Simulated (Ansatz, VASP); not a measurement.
## Pd in VASP and in Ansatz

```xyz
1
Lattice="0.0000 1.9465 1.9465 1.9465 0.0000 1.9465 1.9465 1.9465 0.0000" Properties=species:S:1:pos:R:3 pbc="T T T"
Pd    0.0000    0.0000    0.0000
```

Alike in both runs: task single point; functional HF; k mesh 6 × 6 × 6; occupations fermi-dirac, width 0.05 eV; no spin polarisation.

|  | VASP | Ansatz |
| --- | --- | --- |
| version | VASP 6.6.1 | Ansatz 0.2.0 |
| potentials or method | VASP PAW PBE potentials, release 64 (Pd) | Ansatz PAW |
| plane-wave cutoff (eV) | 520 | 420 |
| valence electrons in the cell | 10 | 18 |

|  | VASP | Ansatz | Ansatz less VASP |
| --- | --- | --- | --- |
| gap on the k mesh at the Fermi level (eV) | none | none | - |
| pressure (GPa) | 12.8 | 19.4 | +6.63 |

VASP's potentials were made for PBE, not for HF. A gap of «none» marks a metal or a gap that the smearing closes. The functional is the same, so the differences come from potentials, cutoffs and numerics. VASP's potentials hold 10 valence electrons a cell and Ansatz's 18, so a difference there can come from the potentials and not from the codes.

The k mesh is coarse, so the values compare programs but aren't converged. Noted on Ansatz's run: Pulay correction over one GPa.
